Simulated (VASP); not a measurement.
# Zr4Si3B in VASP: further runs, part 2 of 2

VASP 6.6.1.

## (4) Single point, PBE

INCAR

```
SYSTEM = Zr4Si3B
  PREC = Accurate
  ENCUT = 420
  EDIFF = 1E-6
  ISMEAR = -1
  SIGMA = 0.05
  LREAL = Auto
  LASPH = .True.
  NELM = 120
  ALGO = Normal
  ISIF = 2
  LWAVE = .False.
  LCHARG = .False.
  GGA = PE
  NBANDS = 77
  ISYM = -1
  GGA_COMPAT = .False.
```

KPOINTS

```
explicit points
1
Reciprocal
  0.25000000   0.25000000   0.25000000 1
```

POSCAR

```
Zr4Si3B
1.0
    6.6097110000      0.1103130000     -0.2811180000
    0.1103130000      6.5904890000     -0.0948210000
   -0.2811180000     -0.0948210000      6.6059640000
Zr Si B
8 6 2
Direct
    0.1873399937      0.5420148109      0.8079400721
    0.8842941367      0.8379273080      0.6258829301
    0.6070834455      0.1161068375      0.4053430280
    0.4668443640      0.1945124280     -0.0279577338
    0.6588663882      0.5684590392      0.2591574910
    0.9278372020      0.8896061108      0.1005978960
    0.7032355127      0.4474802216      0.7231994729
    0.1063894331      0.2001634634      0.4375743925
    0.0969800499      0.5965079497      0.3584568911
    0.8776147961      0.2766005305      0.0925013904
    0.0570678012      0.1605589392      0.8237125036
    0.4404974673      0.7424973948      0.5535009141
    0.3285531545      0.8996936683      0.2189589678
    0.5313908969      0.7958966070      0.9068682873
    0.3767847827      0.4471934626      0.4657075509
    0.2344513118      0.9050704838      0.8965112695
```

Potentials or basis: VASP PAW PBE potentials, release 64 (Zr_sv, Si, B).

On the command line:

```console
$ cat potpaw_PBE.64/Zr_sv/POTCAR potpaw_PBE.64/Si/POTCAR potpaw_PBE.64/B/POTCAR > POTCAR
$ mpirun -np 1 vasp_std > vasp.out
```

OUTCAR:

```text
SYSTEM = Zr4Si3B
   PREC = Accurate
   ENCUT = 420
   EDIFF = 1E-6
   ISMEAR = -1
   LREAL = Auto
   LASPH = .True.
   NELM = 120
   ISIF = 2
   GGA = PE
   ISYM = -1

 ion  position               nearest neighbor table
   1  0.187  0.542  0.808-  16 2.47  11 2.69  15 2.73  12 2.85  14 2.89   2 2.96   9 3.01   4 3.06
                             7 3.28   8 3.30  10 3.45   6 3.46   7 3.54
   2  0.884  0.838  0.626-  11 2.70   9 2.78  16 2.84   3 2.89   1 2.96   7 2.99  12 3.02  14 3.13
                             6 3.14   8 3.18   5 3.25   6 3.54
   3  0.607  0.116  0.405-  13 2.58  15 2.66   2 2.89  12 2.96   4 2.99   7 3.03  10 3.08   5 3.20
                             6 3.34   8 3.36   8 3.36   5 3.72
   4  0.467  0.195  0.972-  16 2.50  14 2.68  13 2.80  11 2.82  10 2.83   7 2.95   3 2.99   1 3.06
                             5 3.29   6 3.65
   5  0.659  0.568  0.259-  15 2.57  10 2.64  12 2.73  14 2.86   9 2.93  13 3.04   6 3.07   7 3.18
                             3 3.20   2 3.25   4 3.29   7 3.64   3 3.72   8 3.89
   6  0.928  0.890  0.101-  16 2.54  10 2.56  13 2.70   9 2.76  11 2.80  14 2.90   5 3.07   2 3.14
                             8 3.16   3 3.34   1 3.46   2 3.54   4 3.65
   7  0.703  0.447  0.723-  15 2.63  12 2.76  14 2.82  10 2.86   4 2.95   2 2.99  11 3.00   3 3.03
                             5 3.18   1 3.28   1 3.54   5 3.64   8 3.70
[... 230 lines left out ...]
     74      10.8527      0.00000
     75      10.9856      0.00000
 [bands above 75 left out]

------------------------ aborting loop because EDIFF is reached ----------------------------------------

  FORCE on cell =-STRESS in cart. coord.  units (eV):
  Direction    XX          YY          ZZ          XY          YZ          ZX
  --------------------------------------------------------------------------------------
  -------------------------------------------------------------------------------------
  Total       -9.1224035      9.4780816      6.0969500      2.6537217      1.5920833      3.8278721
  in kB      -50.9064538     52.8912721     34.0232814     14.8087687      8.8844257     21.3609705
  external PRESSURE =      12.0026999 kB  Pullay stress =       0.0000000 kB

 VOLUME and BASIS-vectors are now :
 -----------------------------------------------------------------------------
  energy-cutoff  :      420.00
  volume of cell :      287.11
      direct lattice vectors                 reciprocal lattice vectors
     6.609711000  0.110313000 -0.281118000     0.151606258 -0.002445299  0.006416532
     0.110313000  6.590489000 -0.094821000    -0.002445299  0.151804592  0.002074920
    -0.281118000 -0.094821000  6.605964000     0.006416532  0.002074920  0.151681200

 POSITION                                       TOTAL-FORCE (eV/Angst)
 -----------------------------------------------------------------------------------
      1.07093      3.51620      5.23316         0.428894      0.243147     -0.023555
      5.76142      5.56055      3.80652        -0.496588      0.361144      0.739433
      3.91150      0.79374      2.49601         0.444345      0.000319     -0.342328
      2.83390      1.24126      6.27159         0.062801     -0.709016      0.067748
      4.34477      3.79453      1.47286        -0.013100      0.282076     -0.124044
      6.20259      5.95575      0.31936        -0.004442     -0.933344     -0.962749
[... 8 lines left out ...]
      2.40885      2.94463      2.92812         0.414591     -0.032246      0.049046
      1.39747      5.90571      5.77059        -0.327602     -0.423077      0.349962
 -----------------------------------------------------------------------------------
    total drift:                                0.000306     -0.003091     -0.002748

  FREE ENERGIE OF THE ION-ELECTRON SYSTEM (eV)
  ---------------------------------------------------
  free  energy   TOTEN  =      -117.5413243376 eV

  energy  without entropy=     -117.4955390937  energy(sigma->0) =     -117.51843172
```

It took 61 s on 1 thread of Intel Xeon 6975P-C (Granite Rapids), shared host; peak memory 0.31 GiB.

What came out:

* Free energy: -117.5413 eV
* Pressure: 1.2 GPa
* Largest force: 1.398 eV/Å

Forces on the atoms (eV/Å):
```
Zr   0.429  0.243 -0.024
Zr  -0.497  0.361  0.739
Zr   0.444  0.000 -0.342
Zr   0.063 -0.709  0.068
Zr  -0.013  0.282 -0.124
Zr  -0.004 -0.933 -0.963
Zr  -0.213  0.236  0.445
Zr   0.162 -0.419  0.425
Si   0.182 -0.125 -0.176
Si  -0.573  1.246  0.268
Si  -0.128  0.255 -0.401
Si   0.253  1.012 -0.620
Si  -0.600 -0.557  0.123
Si   0.409 -0.438  0.183
B    0.415 -0.032  0.049
B   -0.328 -0.423  0.350
```

Levels at points of the mesh, in eV from the Fermi level:
```tsv
k point	band 59	band 60	band 61	band 62	band 63	band 64	band 65	band 66	band 67	band 68
(0.25, 0.25, 0.25)	-0.62	-0.58	-0.38	-0.26	-0.15	0.14	0.36	0.46	0.65	0.94
```

Caveat: the atoms stand as in a frame of molecular dynamics.

## (5) The runs side by side

```csv
cell,pressure (GPa),largest force (eV/Å)
"as given, atomic positions A",0.6,1.34
"as given, atomic positions B",0.8,1.29
"as given, atomic positions C",1.2,1.40
```

Alike in all rows: task single point; level PBE; potentials or basis VASP PAW PBE potentials, release 64 (Zr_sv, Si, B); no spin polarisation; k mesh 1 × 1 × 1, shifted; cutoff (eV) 420; smearing fermi-dirac 0.05 eV.

Caveats: the atoms stand as in a frame of molecular dynamics.

Absolute energies hang on the potentials; compare differences alone.
